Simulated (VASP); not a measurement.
Runs of VASP 6.6.1 on SiC. The structure is that of space group Pmc2_1 (No. 26), or close to it. The cells are those of the table. 

```csv
cell,gap on the mesh (eV),pressure (GPa),largest force (eV/Å)
"a = 3.092, b = 5.074, c = 10.960 Å, 16 atoms",2.33,-3.4,1.58
"a = 3.092, b = 5.074, c = 11.460 Å, 16 atoms",(a),-4.9,1.65
"a = 3.092, b = 5.074, c = 12.710 Å, 16 atoms",0.42,-3.7,2.77
"a = 3.092, b = 5.074, c = 11.210 Å, 16 atoms",1.70,(b),1.79
"a = 3.092, b = 5.074, c = 11.710 Å, 16 atoms",0.63,-4.8,1.79
```

Alike in all rows: task single point; level PBE; potentials or basis VASP PAW PBE potentials, release 64 (Si, C); no spin polarisation; k mesh 9 × 5 × 3; cutoff (eV) 520; smearing gaussian 0.05 eV.

Q: Fill in the values left out.

A: (a) 1.08; (b) -4.6.

Caveats: forces of over 1 eV/Å act on the atoms, so gaps and moduli don't describe the material at rest; the stress differs along the axes, from -10 to -1 GPa (at least some runs); semilocal functionals underestimate gaps, and a narrow one can read as zero (at least some runs); the stress differs along the axes, from -7 to -0 GPa (at least some runs); the stress differs along the axes, from -7 to -1 GPa (at least some runs); the stress differs along the axes, from -9 to -2 GPa (at least some runs).

A k mesh can miss the band edges.
